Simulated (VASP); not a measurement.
**Zn: single point with LDA**

The system is Zn.

```xyz
1
Lattice="2.4032 0.0000 0.0000 0.0000 2.4032 0.0000 0.0000 0.0000 2.4032" Properties=species:S:1:pos:R:3 pbc="T T T"
Zn    0.0000    0.0000    0.0000
```

- Program: VASP 6.6.1
- Task: single point
- Functional: LDA
- Potentials or basis: VASP PAW LDA potentials, release 64 (Zn)
- Cutoff: 520 eV
- k mesh: 16 × 16 × 16
- Occupations: fermi-dirac, width 0.1 eV
- Spin: no spin polarisation

| Quantity | Value |
| --- | --- |
| Pressure | 15.8 GPa |
| Band gap on the k mesh | zero (band 6 reaches 9.94 eV, above the bottom of band 7 at 0.68 eV) |

Levels at points of the mesh, in eV from the Fermi level:
| k point | band 3 | band 4 | band 5 | band 6 | band 7 | band 8 | band 9 | band 10 |
| --- | --- | --- | --- | --- | --- | --- | --- | --- |
| (0.00, 0.00, 0.00) | -8.99 | -7.12 | -7.12 | -7.12 | 14.51 | 14.51 | 14.51 | 17.80 |
| (0.50, 0.00, 0.00) | -7.67 | -7.67 | -7.07 | -3.96 | -2.69 | 20.42 | 20.42 | 21.84 |
| (0.50, 0.50, 0.00) | -7.57 | -7.57 | -6.70 | 1.28 | 1.28 | 4.25 | 6.86 | 27.30 |
| (0.50, 0.50, 0.50) | -8.61 | -6.67 | -6.67 | 6.57 | 6.57 | 6.57 | 11.76 | 12.24 |

Wall time 16 s on 1 thread of Intel(R) Xeon(R) Platinum 8259CL CPU @ 2.50GHz (Skylake/Cascade Lake) (shared host), peak memory 0.13 GiB.
